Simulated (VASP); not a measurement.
A run of VASP 6.6.1 is set up as follows.

The input POSCAR:

```
Sn
1.0
   -1.9230697500      1.9230697500      1.8390642821
    1.9230697500     -1.9230697500      1.8390642821
    1.9230697500      1.9230697500     -1.8390642821
Sn
1
Direct
    0.0000000000      0.0000000000      0.0000000000
```

The input INCAR.step1:

```
PREC     = Accurate       # precision mode
ENCUT    = 520            # plane-wave cutoff, eV
ISMEAR   = -1             # smearing method
SIGMA    = 0.1            # smearing width, eV
LREAL    = F              # projectors in reciprocal space
LASPH    = T              # aspherical terms in the spheres
NELM     = 60             # most SCF steps
NBANDS   = 13             # bands
GGA      = PE             # functional
ALGO     = Normal         # electronic algorithm
EDIFF    = 1E-4           # SCF threshold, eV
LWAVE    = T              # write WAVECAR
LCHARG   = F              # write CHGCAR
```

INCAR.step2

```
PREC     = Accurate       # precision mode
ENCUT    = 520            # plane-wave cutoff, eV
EDIFF    = 1E-7           # SCF threshold, eV
ISMEAR   = -1             # smearing method
SIGMA    = 0.1            # smearing width, eV
LREAL    = F              # projectors in reciprocal space
LASPH    = T              # aspherical terms in the spheres
NELM     = 60             # most SCF steps
ALGO     = Normal         # electronic algorithm
ISIF     = 2              # what is computed and relaxed
LWAVE    = F              # write WAVECAR
LCHARG   = F              # write CHGCAR
METAGGA  = R2SCAN         # meta-GGA
LMIXTAU  = T            
NBANDS   = 13             # bands
ISTART   = 1
```

KPOINTS

```
regular mesh
0
Gamma
  13 13 13
```

Potentials or basis: VASP PAW PBE potentials, release 64 (Sn_d).

Command:

```sh
$ cat potpaw_PBE.64/Sn_d/POTCAR > POTCAR
$ cp INCAR.step1 INCAR
$ mpirun -np 1 vasp_std > vasp.out
$ cp INCAR.step2 INCAR
$ mpirun -np 1 vasp_std > vasp.out
```

(1) Estimate the pressure.

(2) Predict the band gap on the k mesh.

Answers

(1) -0.4 GPa.

(2) zero (band 7 reaches 16.30 eV, above the bottom of band 8 at 5.56 eV).

Caveat: the PAW data sets were made with another functional, which shifts forces and pressure a little; spin-orbit coupling is left out, which moves the levels of the heavy elements.
